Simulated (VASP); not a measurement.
# Pt (P-1) in VASP: a series of runs

Pt is run at these levels: LDA, r2SCANh, PBE; tasks: single point.

Program: VASP 6.6.1. These are calculated values, not measurements. Logs are shortened: lines on timing, memory, paths and dates and some standing lists are left out, and cuts for length are marked.

### Step 1. The cell of the first run

The typed cell holds 1 atom: a = 2.743 Å, b = 2.761 Å, c = 2.721 Å, α = 109.34°, β = 109.59°, γ = 109.30°.

### Step 2. Single point, LDA

File INCAR:

```
SYSTEM = Pt
ALGO = Normal
EDIFF = 1E-6
ENCUT = 500
GGA_COMPAT = .False.
ISIF = 2
ISMEAR = 1
LASPH = .True.
LCHARG = .False.
LREAL = .False.
LWAVE = .False.
NBANDS = 15
NELM = 120
PREC = Accurate
SIGMA = 0.05
```

File KPOINTS:

```
k-points
0
Gamma
  9 8 9
  0 0 0
```

File POSCAR:

```
Pt
1.0
   -1.5821724000      1.5849819900      1.5846552900
    1.6029151900     -1.5797795700      1.6001956600
    1.5674823500      1.5650895200     -1.5794528700
Pt
1
Direct
    0.0000000000      0.0000000000      0.0000000000
```

Potentials or basis: VASP PAW LDA potentials, release 64 (Pt_sv_GW).

On the command line:

```bash
$ cat potpaw_LDA.64/Pt_sv_GW/POTCAR > POTCAR
$ mpirun -np 1 vasp_std > vasp.out
```

OUTCAR:

```text
SYSTEM = Pt
   EDIFF = 1E-6
   ENCUT = 500
   ISIF = 2
   ISMEAR = 1
   LASPH = .True.
   LREAL = .False.
   NELM = 120
   PREC = Accurate

 ion  position               nearest neighbor table
   1  0.000  0.000  0.000-

  LATTYP: Found a triclinic cell.
 ALAT       =     7.0502409581
 B/A-ratio  =     0.6343495643
 C/A-ratio  =     0.3891298857
 COS(alpha) =     0.0001609558
 COS(beta)  =     0.2598621991
 COS(gamma) =     0.9480271513

  Lattice vectors:

 A1 = (  -0.0501228900,   6.2949406000,  -3.1744461100)
 A2 = (  -0.0354328400,   3.1448690900,  -3.1796485300)
 A3 = (  -1.5821724000,   1.5849819900,   1.5846552900)

Analysis of symmetry for initial positions (statically):
=====================================================================
 Subroutine PRICEL returns:
 Original cell was already a primitive cell.

 Routine SETGRP: Setting up the symmetry group for a
 triclinic supercell.

 Subroutine GETGRP returns: Found  2 space group operations
 (whereof  2 operations were pure point group operations)
 out of a pool of  2 trial point group operations.

The static configuration has the point symmetry S_2 .

Analysis of symmetry for dynamics (positions and initial velocities):
=====================================================================
 Subroutine PRICEL returns:
 Original cell was already a primitive cell.

 Routine SETGRP: Setting up the symmetry group for a
 triclinic supercell.

 Subroutine GETGRP returns: Found  2 space group operations
 (whereof  2 operations were pure point group operations)
 out of a pool of  2 trial point group operations.

The dynamic configuration has the point symmetry S_2 .

 Subroutine INISYM returns: Found  2 space group operations
 (whereof  2 operations are pure point group operations),
 and found     1 'primitive' translations

----------------------------------------------------------------------------------------

                                     Primitive cell

  volume of cell :      15.9025

  direct lattice vectors                    reciprocal lattice vectors
    -1.582172400  1.584981990  1.584655290    -0.000582431  0.316932687  0.313472524
     1.602915190 -1.579779570  1.600195660     0.313381304  0.000946240  0.311943852
     1.567482350  1.565089520 -1.579452870     0.316912558  0.318935271 -0.002585014

  length of vectors
     2.743459458  2.761460980  2.720510520     0.445770895  0.442173839  0.449622018

  position of ions in fractional coordinates (direct lattice)
     0.000000000  0.000000000  0.000000000

  ion indices of the primitive-cell ions
   primitive index   ion index
                 1           1

----------------------------------------------------------------------------------------

 KPOINTS: k-points

Automatic generation of k-mesh.
 Grid dimensions read from file:
 generate k-points for:    9    8    9

 Generating k-lattice:

  Cartesian coordinates                     Fractional coordinates (reciprocal lattice)
    -0.000064715  0.035214743  0.034830280     0.111111111  0.000000000 -0.000000000
     0.039172663  0.000118280  0.038992982     0.000000000  0.125000000  0.000000000
     0.035212506  0.035437252 -0.000287224     0.000000000 -0.000000000  0.111111111

  Length of vectors
     0.049530099  0.055271730  0.049958002

  Shift w.r.t. Gamma in fractional coordinates (k-lattice)
     0.000000000  0.000000000  0.000000000

 Subroutine IBZKPT returns following result:
 ===========================================

 Found    325 irreducible k-points:

 Following reciprocal coordinates:
            Coordinates               Weight
  0.000000  0.000000  0.000000      1.000000
  0.111111  0.000000 -0.000000      2.000000
  0.222222  0.000000 -0.000000      2.000000
  0.333333  0.000000  0.000000      2.000000
  0.444444  0.000000 -0.000000      2.000000
  0.000000  0.125000 -0.000000      2.000000
[... 16 lines left out ...]
 -0.111111  0.250000  0.000000      2.000000
  0.000000  0.375000 -0.000000      2.000000
 [... further k-points ...]
   k-points           NKPTS =    325   k-points in BZ     NKDIM =    325   number of bands    NBANDS=     15
   number of dos      NEDOS =    301   number of ions     NIONS =      1
   total plane-waves  NPLWV =   8000
   dimension x,y,z NGX =    20 NGY =   20 NGZ =   20
   dimension x,y,z NGXF=    40 NGYF=   40 NGZF=   40
   ions per type =               1
   NGX,Y,Z   is equivalent  to a cutoff of  12.12, 12.04, 12.22 a.u.
   NGXF,Y,Z  is equivalent  to a cutoff of  24.24, 24.08, 24.44 a.u.
 SYSTEM =  Pt
   PREC   = accura    normal or accurate (medium, high low for compatibility)
   ISTART =      0    job   : 0-new  1-cont  2-samecut
   ICHARG =      2    charge: 1-file 2-atom 10-const
   ISPIN  =      1    spin polarized calculation?
   LNONCOLLINEAR =      F non collinear calculations
   LSORBIT =      F    spin-orbit coupling
   LASPH  =      T    aspherical Exc in radial PAW
   ENCUT  =  500.0 eV  36.75 Ry    6.06 a.u.   5.00  5.03  4.96*2*pi/ulx,y,z
   NELM   =    120;   NELMIN=  2; NELMDL= -5     # of ELM steps
   EDIFF  = 0.1E-05   stopping-criterion for ELM
   LREAL  =      F    real-space projection
   EDIFFG = 0.1E-04   stopping-criterion for IOM
   NSW    =      0    number of steps for IOM
   IBRION =     -1    ionic relax: 0-MD 1-quasi-New 2-CG
   NFREE  =      0    steps in history (QN), initial steepest desc. (CG)
   ISIF   =      2    stress and relaxation
   ISYM   =      2    0-nonsym 1-usesym 2-fastsym
   POTIM  = 0.5000    time-step for ionic-motion
   TEBEG  =    0.0;   TEEND  =   0.0 temperature during run
   PSTRESS=    0.0 pullay stress
   NELECT =      18.0000    total number of electrons
   NUPDOWN=      -1.0000    fix difference up-down
   EMIN   =  10.00;   EMAX   =-10.00  energy-range for DOS
   EFERMI =   0.00;   METHOD = LEGACY
   ISMEAR =     1;   SIGMA  =   0.05  broadening in eV -4-tet -1-fermi 0-gaus
   EFERMI_NEDOS =   21; number of points for ismear=-14 and -15
   IALGO  =     38    algorithm
   IMIX   =      4    mixing-type and parameters
     AMIX     =   0.40;   BMIX     =  1.00
     AMIX_MAG =   1.60;   BMIX_MAG =  1.00
  volume/ion in A,a.u.               =      15.90       107.32
  Fermi-wavevector in a.u.,A,eV,Ry     =   1.706125  3.224110 39.604708  2.910864
  Thomas-Fermi vector in A             =   2.785219
   LORBIT       =      0    0 simple, 1 ext, 2 COOP (PROOUT), +10 PAW based schemes
   GGA     = CA    functional components
   LHFCALC =     F    Hartree Fock is set to
   AEXX    =    0.0000 exact exchange contribution
   IVDW    =     0    specifies the selected vdW correction
   LEPSILON=     F    determine dielectric tensor
   LRPA    =     F    only Hartree local field effects (RPA)
 non-spin polarized calculation
 Methfessel and Paxton  Order N= 1 SIGMA  =   0.05
  energy-cutoff  :      500.00
  volume of cell :       15.90
 maximum number of plane-waves:       414
   NGX =  9   NGY =  9   NGZ =  9

 number of electron      17.9999999 magnetization

 Free energy of the ion-electron system (eV)
  ---------------------------------------------------
  ext. energy  EPLUGINS =         0.00000000
  ---------------------------------------------------
  free energy    TOTEN  =        -7.14817253 eV

  energy without entropy =       -7.14836833  energy(sigma->0) =       -7.14823780

 E-fermi :   9.2719     XC(G=0): -14.0294

 val. band max:        9.2689092122   @ k =  -0.0000  -0.3750   0.3333
 cond. band min:       9.2887033181   @ k =  -0.2222   0.1250   0.3333
 fundamental gap:      0.0197941059
 Fermi energy:         9.2718868557

 k-point     1 :       0.0000    0.0000    0.0000
  band No.  band energies     occupation
      1     -88.4965      2.00000
      2     -42.7519      2.00000
      3     -42.7305      2.00000
      4     -42.7204      2.00000
      5      -0.0873      2.00000
      6       5.7371      2.00000
      7       5.8632      2.00000
      8       5.9691      2.00000
      9       8.3093      2.00000
     10       8.4090      2.00000
     11      26.2294      0.00000
     12      26.4578      0.00000
     13      26.5844      0.00000
     14      36.2492      0.00000
     15      36.3943      0.00000

 k-point     2 :       0.1111    0.0000   -0.0000
  band No.  band energies     occupation
      1     -88.4937      2.00000
      2     -42.7777      2.00000
      3     -42.7563      2.00000
      4     -42.7347      2.00000
      5       0.4019      2.00000
      6       5.6035      2.00000
      7       5.8810      2.00000
      8       6.2821      2.00000
      9       8.1430      2.00000
     10       8.3813      2.00000
     11      26.5385      0.00000
     12      26.6771      0.00000
     13      27.1442      0.00000
     14      32.8284      0.00000
     15      33.1569      0.00000

 k-point     3 :       0.2222    0.0000   -0.0000
  band No.  band energies     occupation
      1     -88.4856      2.00000
      2     -42.8937      2.00000
      3     -42.7963      2.00000
      4     -42.7397      2.00000
      5       1.6547      2.00000
      6       5.1919      2.00000
      7       5.8541      2.00000
      8       7.3734      2.00000
      9       7.9365      2.00000
     10       8.4445      2.00000
     11      24.7644      0.00000
     12      25.8083      0.00000
     13      29.0705      0.00000
     14      31.5836      0.00000
     15      31.7118      0.00000
[... 343 lines left out ...]
 k-point    23 :      -0.1111    0.2500    0.0000
  band No.  band energies     occupation
      1     -88.4866      2.00000
      2     -42.9017      2.00000
      3     -42.7713      2.00000
      4     -42.7422      2.00000
      5       1.6064      2.00000
      6       5.3283      2.00000
      7       5.5375      2.00000
      8       7.4596      2.00000
      9       7.8655      2.00000
     10       8.5368      2.00000
     11      25.4001      0.00000
     12      25.9293      0.00000
     13      28.2025      0.00000
     14      29.5125      0.00000
     15      32.2987      0.00000

 k-point    24 :       0.0000    0.3750   -0.0000
  band No.  band energies     occupation
      1     -88.4746      2.00000
      2     -43.0700      2.00000
      3     -42.8502      2.00000
      4     -42.7293      2.00000
      5       2.7789      2.00000
      6       4.6435      2.00000
      7       7.3281      2.00000
      8       8.2115      2.00000
      9       8.6357      2.00000
     10       9.4149     -0.00040
     11      18.4091      0.00000
     12      23.5172      0.00000
     13      26.9724      0.00000
     14      32.7778      0.00000
     15      33.2044      0.00000

 [... further k-points ...]

------------------------ aborting loop because EDIFF is reached ----------------------------------------

  FORCE on cell =-STRESS in cart. coord.  units (eV):
  Direction    XX          YY          ZZ          XY          YZ          ZX
  --------------------------------------------------------------------------------------
  -------------------------------------------------------------------------------------
  Total       -1.8565709     -1.7715261     -1.8140670      0.1672388     -0.0474932     -0.1061729
  in kB     -187.0501128   -178.4818196   -182.7678298     16.8493612     -4.7849566    -10.6969554
  external PRESSURE =    -182.7665874 kB  Pullay stress =       0.0000000 kB

 VOLUME and BASIS-vectors are now :
 -----------------------------------------------------------------------------
  energy-cutoff  :      500.00
  volume of cell :       15.90
      direct lattice vectors                 reciprocal lattice vectors
    -1.582172400  1.584981990  1.584655290    -0.000582431  0.316932687  0.313472524
     1.602915190 -1.579779570  1.600195660     0.313381304  0.000946240  0.311943852
     1.567482350  1.565089520 -1.579452870     0.316912558  0.318935271 -0.002585014

 POSITION                                       TOTAL-FORCE (eV/Angst)
 -----------------------------------------------------------------------------------
      0.00000      0.00000      0.00000         0.000000     -0.000000      0.000000
 -----------------------------------------------------------------------------------
    total drift:                                0.000000     -0.000000     -0.000000

  FREE ENERGIE OF THE ION-ELECTRON SYSTEM (eV)
  ---------------------------------------------------
  free  energy   TOTEN  =        -7.1481725349 eV

  energy  without entropy=       -7.1483683311  energy(sigma->0) =       -7.14823780
```

Wall time 32 s (1 thread of Intel Xeon Platinum 8488C (Sapphire Rapids), shared host); peak memory 0.18 GiB.

What came out:

```yaml
Free_energy: -7.1482 eV
Pressure: -18.3 GPa
Band_gap_on_the_k_mesh: zero (bands 9 and 10 overlap by 1.87 eV)
```

Stress tensor (GPa, compression positive):
```
-18.71   1.68  -1.07
  1.68 -17.85  -0.48
 -1.07  -0.48 -18.28
```

Caveat: the cell stands under tension; spin-orbit coupling is left out, which moves the levels of the heavy elements.

### Step 3. Single point, r2SCANh

POSCAR is that of step 2.

File INCAR.step1:

```
PREC = Accurate ; ENCUT = 520
EDIFF = 1E-5 ; ISMEAR = -1
SIGMA = 0.05 ; LREAL = F
LASPH = T ; NELM = 80
ALGO = Normal ; ISIF = 2
LWAVE = T ; LCHARG = F
NBANDS = 11 ; GGA = PE
```

File INCAR.step2:

```
PREC = Accurate ; ENCUT = 520
EDIFF = 1E-7 ; ISMEAR = -1
SIGMA = 0.05 ; LREAL = F
LASPH = T ; NELM = 80
ALGO = Normal ; ISIF = 2
LWAVE = F ; LCHARG = F
METAGGA = R2SCAN ; LHFCALC = T
AEXX = 0.1 ; LMIXTAU = T
PRECFOCK = Normal ; NBANDS = 11
ISTART = 1
```

File KPOINTS:

```
Automatic mesh
0
Gamma
  6 6 6
```

Potentials or basis: VASP PAW PBE potentials, release 64 (Pt).

On the command line:

```bash
$ cat potpaw_PBE.64/Pt/POTCAR > POTCAR
$ cp INCAR.step1 INCAR
$ mpirun -np 1 vasp_std > vasp.out
$ cp INCAR.step2 INCAR
$ mpirun -np 1 vasp_std > vasp.out
```

It took 67 min on 1 thread of AMD EPYC 9R45 (Zen 5), shared host; peak memory 0.14 GiB.

The run converged. Its results:

```
Free energy            : -47.5660 eV
Pressure               : -7.9 GPa
Band gap on the k mesh : zero (bands 5 and 6 overlap by 2.69 eV)
```

Stress tensor (GPa, compression positive):
```
-8.21  1.71 -2.33
 1.71 -7.99 -0.59
-2.33 -0.59 -7.46
```

Levels at points of the mesh, in eV from the Fermi level:
```tsv
k point	band 3	band 4	band 5	band 6	band 7	band 8
(0.00, 0.00, 0.00)	-3.74	-3.61	-1.30	-1.21	18.69	18.94
(0.50, 0.00, 0.00)	-1.38	-0.86	0.88	1.50	7.34	14.82
(0.00, 0.50, 0.00)	-1.41	-0.85	0.77	1.44	7.16	14.98
(0.50, 0.50, 0.00)	-1.30	-0.80	0.87	1.48	7.31	14.82
(0.00, 0.00, 0.50)	-1.38	-0.90	1.01	1.57	7.56	14.71
(0.50, 0.00, 0.50)	-1.50	-0.99	0.97	1.57	7.50	14.82
(0.00, 0.50, 0.50)	-1.40	-0.89	0.93	1.53	7.44	14.81
(0.50, 0.50, 0.50)	0.84	0.94	1.10	8.65	8.80	9.00
```

Caveat: the k points lie up to 0.47 Å⁻¹ apart, too coarse for converged energies and pressures of a metal; the PAW data sets were made with another functional, which shifts forces and pressure a little; spin-orbit coupling is left out, which moves the levels of the heavy elements.

### Step 4. Single point, PBE

This run uses another cell than the first one, of 15.27 Å³/atom.

File INCAR:

```
ALGO     = Fast           # electronic algorithm
EDIFF    = 1E-7           # SCF threshold, eV
ENCUT    = 520            # plane-wave cutoff, eV
GGA      = PE             # functional
ISIF     = 2              # what is computed and relaxed
ISMEAR   = -1             # smearing method
LASPH    = T              # aspherical terms in the spheres
LCHARG   = T              # write CHGCAR
LELF     = T              # ELF
LREAL    = F              # projectors in reciprocal space
LVHAR    = T            
LWAVE    = F              # write WAVECAR
NBANDS   = 11             # bands
NELM     = 80             # most SCF steps
PREC     = Accurate       # precision mode
SIGMA    = 0.05           # smearing width, eV
```

File KPOINTS:

```
k-points
0
Gamma
  12 12 12
```

File POSCAR:

```
Pt
1.0
   -1.5821724000      1.5849819900      1.5212690784
    1.6029151900     -1.5797795700      1.5361878336
    1.5674823500      1.5650895200     -1.5162747552
Pt
1
Direct
    0.0000000000      0.0000000000      0.0000000000
```

On the command line:

```bash
$ cat potpaw_PBE.64/Pt/POTCAR > POTCAR
$ mpirun -np 1 vasp_std > vasp.out
```

It took 1.7 min on 1 thread of Intel Xeon 8259CL, shared host; peak memory 0.25 GiB.

The run converged. Its results:

```
Free energy            : -6.0059 eV
Pressure               : 8.8 GPa
Band gap on the k mesh : zero (bands 5 and 6 overlap by 2.30 eV)
```

Stress tensor (GPa, compression positive):
```
10.01  1.71 -2.26
 1.71  9.52 -0.64
-2.26 -0.64  7.00
```

Levels at points of the mesh, in eV from the Fermi level:
| k point | band 1 | band 2 | band 3 | band 4 | band 5 | band 6 | band 7 | band 8 | band 9 | band 10 |
| --- | --- | --- | --- | --- | --- | --- | --- | --- | --- | --- |
| (0.00, 0.00, 0.00) | -9.80 | -3.84 | -3.56 | -3.42 | -1.21 | -0.82 | 16.81 | 17.03 | 17.62 | 27.42 |
| (0.50, 0.00, 0.00) | -6.83 | -5.26 | -1.06 | -0.51 | 0.29 | 1.18 | 6.74 | 13.17 | 15.91 | 24.64 |
| (0.00, 0.50, 0.00) | -6.86 | -5.23 | -1.11 | -0.48 | 0.18 | 1.12 | 6.56 | 13.32 | 16.11 | 24.62 |
| (0.50, 0.50, 0.00) | -6.88 | -4.93 | -1.41 | -0.71 | 0.00 | 1.09 | 6.34 | 13.62 | 16.83 | 23.84 |
| (0.00, 0.00, 0.50) | -6.85 | -4.86 | -1.48 | -0.81 | 0.14 | 1.17 | 6.58 | 13.52 | 16.69 | 23.51 |
| (0.50, 0.00, 0.50) | -6.81 | -5.14 | -1.22 | -0.60 | 0.37 | 1.24 | 6.90 | 13.16 | 15.92 | 24.15 |
| (0.00, 0.50, 0.50) | -6.82 | -5.23 | -1.09 | -0.54 | 0.34 | 1.21 | 6.83 | 13.15 | 15.84 | 24.52 |
| (0.50, 0.50, 0.50) | -6.37 | -6.36 | 0.50 | 0.60 | 0.76 | 7.37 | 7.57 | 8.49 | 13.31 | 19.18 |

Caveat: the cell stands under pressure; spin-orbit coupling is left out, which moves the levels of the heavy elements.

### Step 5. Summary

```csv
level,potentials or basis,cell,k mesh,cutoff (eV),smearing,grid for exact exchange (PRECFOCK),share of exact exchange,gap on the mesh (eV),pressure (GPa)
LDA,"VASP PAW LDA potentials, release 64 (Pt_sv_GW)","a = 2.743, b = 2.761, c = 2.721 Å, angles 109.3, 109.6, 109.3°, 1 atom",9 × 8 × 9,500,methfessel-paxton 0.05 eV,-,-,none,-18.3
r2SCANh,"VASP PAW PBE potentials, release 64 (Pt)","a = 2.743, b = 2.761, c = 2.721 Å, angles 109.3, 109.6, 109.3°, 1 atom",6 × 6 × 6,520,fermi-dirac 0.05 eV,Normal,0.1,none,-7.9
PBE,"VASP PAW PBE potentials, release 64 (Pt)","a = 2.707, b = 2.725, c = 2.684 Å, angles 108.2, 108.5, 111.5°, 1 atom",12 × 12 × 12,520,fermi-dirac 0.05 eV,-,-,none,8.8
```

Alike in all rows: task single point; no spin polarisation.

Caveats: some runs use coarse meshes; spin-orbit coupling is left out, which moves the levels of the heavy elements; the cell stands under tension (at least some runs); the PAW data sets were made with another functional, which shifts forces and pressure a little (at least some runs); the cell stands under pressure (at least some runs).

Absolute energies hang on the potentials; compare differences alone.
